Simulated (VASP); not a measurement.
Input of a VASP 6.6.1 run:

File INCAR:

```
  ALGO = Normal
  DIPOL = 0.5 0.5 0.494
  EDIFF = 1E-7
  ENCUT = 520
  GGA = PE
  IDIPOL = 3
  ISIF = 2
  ISMEAR = 0
  LASPH = True
  LCHARG = False
  LDIPOL = True
  LREAL = False
  LWAVE = False
  NBANDS = 13
  NELM = 60
  PREC = Accurate
  SIGMA = 0.1
```

The input KPOINTS:

```
k-points
0
Gamma
  6 6 1
```

POSCAR

```
Si
1.0
    2.6233530000      0.0000000000      0.0000000000
    0.0000000000      2.6233530000      0.0000000000
    0.0000000000      0.0000000000     19.0000000000
Si
3
Direct
    0.5000000000      0.5000000000      0.6083310600
    0.5000000000      0.5000000000      0.4832796100
    0.5000000000      0.5000000000      0.3916689400
```

Potentials or basis: VASP PAW PBE potentials, release 64 (Si).

Command:

```console
$ cat potpaw_PBE.64/Si/POTCAR > POTCAR
$ mpirun -np 1 vasp_std > vasp.out
```

Problem. What does it give for the largest force?

Solution. 18.456 eV/Å.

Problem. What does it give for the band gap on the k mesh?

Solution. Zero (bands 6 and 7 overlap by 4.42 eV).

Forces in eV/Å, atoms in the order of the input:
```
Si    0.000   0.000  -0.274
Si    0.000   0.000  18.456
Si    0.000   0.000 -18.182
```

Caveat: the k points lie up to 0.40 Å⁻¹ apart, too coarse for converged energies and pressures of a metal.
